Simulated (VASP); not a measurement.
Crystal: NiO.

```
Ni O
1.0
     0.00000    2.04332    2.04332
     2.04332    0.00000    2.04332
     2.04332    2.04332    0.00000
Ni O
1 1
Direct
  0.00000 0.00000 0.00000
  0.50000 0.50000 0.50000
```

Base run:

```yaml
Program: VASP 6.6.1
Functional: b88 exchange, pbe correlation
Potentials_or_basis: VASP PAW PBE potentials, release 64 (Ni, O)
Cutoff: 600 eV
k_mesh: 11 × 11 × 11
Occupations: fermi-dirac, width 0.05 eV
Spin: collinear spin, ferromagnetic start
Starting_moments: "[1.0, 0.0] μB"
```

Its results: pressure 17.6 GPa; net moment 1.48 μB per cell; site moments Ni +1.23; O +0.21 μB.

After a change of settings the same cell gave: pressure 50.0 GPa; net moment 1.76 μB per cell; site moments Ni +1.45; O +0.27 μB. Which change was it?
A. functional from b88 exchange, pbe correlation to LDA; potentials or basis from VASP PAW PBE potentials, release 64 (Ni, O) to VASP PAW LDA potentials, release 64 (Ni, O); cutoff from 600 eV to 520 eV
B. functional from b88 exchange, pbe correlation to RPBE; cutoff from 600 eV to 520 eV
C. functional from b88 exchange, pbe correlation to PBE exchange alone; cutoff from 600 eV to 520 eV
D. functional from b88 exchange, pbe correlation to BLYP; cutoff from 600 eV to 520 eV; dispersion from none to D3(BJ)

C.

Caveats: the cell stands under pressure; a cell with one magnetic atom can't hold antiferromagnetic order, which such compounds often take; the PAW data sets were made with another functional, which shifts forces and pressure a little (at least some runs).
